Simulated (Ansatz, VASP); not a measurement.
Two plane-wave programs on AlAs

```
Al As
1.0
     0.00000    2.81439    2.81439
     2.81439    0.00000    2.81439
     2.81439    2.81439    0.00000
Al As
1 1
Cartesian
  0.0000 0.0000 0.0000
  1.4072 1.4072 1.4072
```

Alike in both runs: functional LDA; k mesh 8 × 8 × 8; occupations gaussian, width 0.02 eV; no spin polarisation.

Ansatz relaxed the structure, and its values are those at the end. VASP's run is a single point on that final structure, the one shown.

```csv
,VASP,Ansatz
version,VASP 6.6.1,Ansatz 0.2.0
potentials or method,"VASP PAW LDA potentials, release 64 (Al, As), cutoff 500 eV","scalar-relativistic, plane waves, PAW"
valence electrons in the cell,8,18
```

Ansatz gave:

```
gap on the k mesh at the Fermi level (eV) : 1.32
least direct gap on the mesh (eV)         : 1.98
pressure (GPa)                            : 0.0
```

Question: Which values does VASP return?

Answer: gap on the k mesh at the Fermi level (eV): 1.31; least direct gap on the mesh (eV): 2.02; pressure (GPa): 0.4.

Ansatz warns that its potentials were made for another functional, while VASP's fit it. LDA's correlation is that of Perdew and Zunger in VASP and of Perdew and Wang (1992) in Ansatz. VASP's potentials hold 8 valence electrons a cell and Ansatz's 18, so a difference there can come from the potentials and not from the codes.
